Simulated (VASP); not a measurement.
AlNi3: single point with PBE

Crystal: AlNi3.

```
Ni Al
1.0
     3.52305    0.00000    0.00000
     0.00000    3.52305    0.00000
     0.00000    0.00000    3.52305
Ni Al
3 1
Direct
  0.50000 0.50000 0.00000
  0.50000 0.00000 0.50000
  0.00000 0.50000 0.50000
  0.00000 0.00000 0.00000
```

- Program: VASP 6.6.1
- Task: single point
- Functional: PBE
- Potentials or basis: VASP PAW PBE potentials, release 64 (Ni, Al)
- Cutoff: 520 eV
- k mesh: 8 × 8 × 8
- Occupations: gaussian, width 0.013 eV
- Spin: collinear spin, ferromagnetic start
- Starting moments: [1.0, 1.0, 1.0, 0.0] μB
- Dipole correction: no
- Further INCAR settings: ALGO = Normal; EDIFF = 1e-06; NBANDS = 28

```json
{
 "Pressure": "7.4 GPa",
 "Net moment": "0.75 μB per cell",
 "Site moments": "Ni +0.27; Al -0.01 μB",
 "Valence electrons inside the program's atomic spheres": "Ni 9.45; Al 0.82"
}
```

Levels at points of the mesh, in eV from the Fermi level:
Spin up:
| k point | band 13 | band 14 | band 15 | band 16 | band 17 | band 18 | band 19 | band 20 | band 21 | band 22 |
| --- | --- | --- | --- | --- | --- | --- | --- | --- | --- | --- |
| (0.00, 0.00, 0.00) | -0.27 | -0.09 | -0.09 | -0.09 | 0.89 | 0.89 | 0.89 | 6.73 | 6.73 | 7.58 |
| (0.50, 0.00, 0.00) | -1.27 | -1.21 | -1.08 | -0.52 | -0.09 | 5.66 | 5.66 | 5.69 | 5.69 | 6.55 |
| (0.50, 0.50, 0.00) | -1.35 | -1.23 | -1.03 | -0.99 | -0.59 | 0.87 | 0.87 | 8.32 | 8.32 | 8.38 |
| (0.50, 0.50, 0.50) | -1.34 | -1.10 | -1.10 | -0.27 | -0.27 | -0.27 | -0.20 | 3.58 | 4.16 | 4.16 |
Spin down:
```
           k point  band 12  band 13  band 14  band 15  band 16  band 17  band 18  band 19  band 20  band 21
(0.00, 0.00, 0.00)    -0.40     0.03     0.38     0.38     0.38     0.85     0.85     0.85     6.82     6.82
(0.50, 0.00, 0.00)    -1.06    -0.94    -0.94    -0.83    -0.32     0.38     5.71     5.71     5.74     5.74
(0.50, 0.50, 0.00)    -1.17    -1.17    -1.11    -0.80    -0.59    -0.45     1.18     1.18     8.36     8.36
(0.50, 0.50, 0.50)    -1.19    -1.19    -0.91    -0.91    -0.23     0.13     0.13     0.13     3.67     4.38
```

It took 52 s on 1 thread of AMD EPYC 9R45 96-Core Processor (Zen 5), with other jobs on the host, peak memory 0.18 GiB.
